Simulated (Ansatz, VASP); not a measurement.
## SiO2 in VASP and in Ansatz

The input INCAR:

```
SYSTEM = SiO2
ALGO     = Normal         ! electronic algorithm
EDIFF    = 1E-6           ! SCF threshold, eV
ENCUT    = 520            ! plane-wave cutoff, eV
ISIF     = 2              ! what is computed and relaxed
ISMEAR   = 0              ! smearing method
LASPH    = .TRUE.         ! aspherical terms in the spheres
LCHARG   = .FALSE.        ! write CHGCAR
LREAL    = .FALSE.        ! projectors in reciprocal space
LWAVE    = .FALSE.        ! write WAVECAR
NBANDS   = 25             ! bands
NELM     = 60             ! most SCF steps
PREC     = Accurate       ! precision mode
SIGMA    = 0.05           ! smearing width, eV
```

The input KPOINTS:

```
k-points
0
G
  6 6 8
  0 0 0
```

POSCAR

```
SiO2
1.0
    4.1302000000      0.0000000000      0.0000000000
    0.0000000000      4.1302000000      0.0000000000
    0.0000000000      0.0000000000      2.5974000000
Si O
2 4
Direct
    0.5000000000      0.5000000000      0.5000000000
    0.0000000000      0.0000000000      0.0000000000
    0.6944252994      0.6944252994      0.0000000000
    0.1944252994      0.8055747006      0.5000000000
    0.3055747006      0.3055747006      0.0000000000
    0.8055747006      0.1944252994      0.5000000000
```

Input for Ansatz:

```yaml
crystal:
  lattice:
    - [4.1302, 0.0, 0.0]
    - [0.0, 4.1302, 0.0]
    - [0.0, 0.0, 2.5974]
  atoms:
    - { symbol: Si, position: [0.5, 0.5, 0.5] }
    - { symbol: Si, position: [0.0, 0.0, 0.0] }
    - { symbol: O, position: [0.6944252994, 0.6944252994, 0.0] }
    - { symbol: O, position: [0.1944252994, 0.8055747006, 0.5] }
    - { symbol: O, position: [0.3055747006, 0.3055747006, 0.0] }
    - { symbol: O, position: [0.8055747006, 0.1944252994, 0.5] }
basis:
  ecutwfc: 520.0
kpoints:
  mp_grid: { grid: [6, 6, 8] }
hamiltonian:
  xc: lda
  pseudopotentials: { kind: paw, azcp: { folder: soft_1 } }
scf:
  occupations: { method: gaussian, width: 0.05 }
output:
  forces: true
  stress: true
  eigenvalues: true
```

Alike in both runs: task single point; functional LDA; k mesh 6 × 6 × 8; occupations gaussian, width 0.05 eV; no spin polarisation.

```csv
,VASP,Ansatz
version,VASP 6.6.1,Ansatz 0.2.0
potentials or method,"VASP PAW LDA potentials, release 64 (Si, O), cutoff 520 eV","scalar-relativistic, plane waves, PAW"
valence electrons in the cell,32,32
```

```tsv
	VASP	Ansatz	Ansatz less VASP
gap on the k mesh at the Fermi level (eV)	6.56	6.56	-0.002
least direct gap on the mesh (eV)	6.56	6.56	-0.002
pressure (GPa)	15.4	14.2	-1.22
traceless stress, the component that is largest in VASP (GPa)	9.09	8.28	-0.807
rms of the force components (eV/Å)	0.103	0.082	-0.0213
```

Ansatz warns that its potentials were made for another functional, while VASP's fit it. LDA's correlation is that of Perdew and Zunger in VASP and of Perdew and Wang (1992) in Ansatz. Atom by atom the forces differ by 0.021 eV/Å (rms over components).
